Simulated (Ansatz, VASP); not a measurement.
## One calculation of Pt, two programs

```
Pt
1.0
    -1.46213    1.54741    1.52739
     1.47657   -1.63093    1.62534
     1.53571    1.70450   -1.61091
Pt
1
Direct
  0.00000 0.00000 0.00000
```

Change from the starting cell: cell sheared at random, sigma 0.03, atoms nudged by 0.01 Å.

Alike in both runs: task single point; functional r2SCAN; k mesh 16 × 16 × 16; occupations gaussian, width 0.15 eV; no spin polarisation.

|  | VASP | Ansatz |
| --- | --- | --- |
| version | VASP 6.6.1 | Ansatz 0.2.0 |
| potentials or method | VASP PAW PBE potentials, release 64 (Pt), cutoff 520 eV | scalar-relativistic, plane waves, PAW |
| valence electrons in the cell | 10 | 18 |

```csv
,VASP,Ansatz,Ansatz less VASP
gap on the k mesh at the Fermi level (eV),none,none,-
pressure (GPa),3.2,2.5,-0.68
"traceless stress, the component that is largest in VASP (GPa)",9.06,8.93,-0.129
```

VASP's potentials were made for PBE, not for r2SCAN. A gap of «none» marks a metal or a gap that the smearing closes. VASP's potentials hold 10 valence electrons a cell and Ansatz's 18, so a difference there can come from the potentials and not from the codes.

Neither program's run includes spin-orbit coupling.
